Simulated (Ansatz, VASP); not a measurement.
One calculation of Si2Se, two programs

```
CELL_PARAMETERS angstrom
0.00000 3.83480 3.83480
3.83480 0.00000 3.83480
3.83480 3.83480 0.00000
ATOMIC_POSITIONS crystal
Si 0.62500 0.62500 0.62500
Si 0.12500 0.62500 0.62500
Si 0.62500 0.62500 0.12500
Si 0.62500 0.12500 0.62500
Se 0.00000 0.00000 0.00000
Se 0.25000 0.25000 0.25000
```

Alike in both runs: task relaxation of cell and atoms; functional PBE; k mesh 4 × 4 × 4; occupations gaussian, width 0.1 eV; no spin polarisation.

|  | VASP | Ansatz |
| --- | --- | --- |
| version | VASP 6.6.1 | Ansatz 0.2.0 |
| potentials or method | VASP PAW PBE potentials, release 64 (Si, Se), cutoff 600 eV | scalar-relativistic, plane waves, PAW |
| valence electrons in the cell | 28 | 48 |

Ansatz gave:

```
gap on the k mesh at the Fermi level, each at its own relaxed structure (eV) : none
relaxed volume (Å³/atom)                                                     : 17.49
relaxed cell length with the largest relative difference (Å)                 : 5.295
```

Estimate VASP's values.

gap on the k mesh at the Fermi level, each at its own relaxed structure (eV): none; relaxed volume (Å³/atom): 17.53; relaxed cell length with the largest relative difference (Å): 5.298.

A gap of «none» marks a metal or a gap that the smearing closes. VASP's potentials hold 28 valence electrons a cell and Ansatz's 48, so a difference there can come from the potentials and not from the codes.
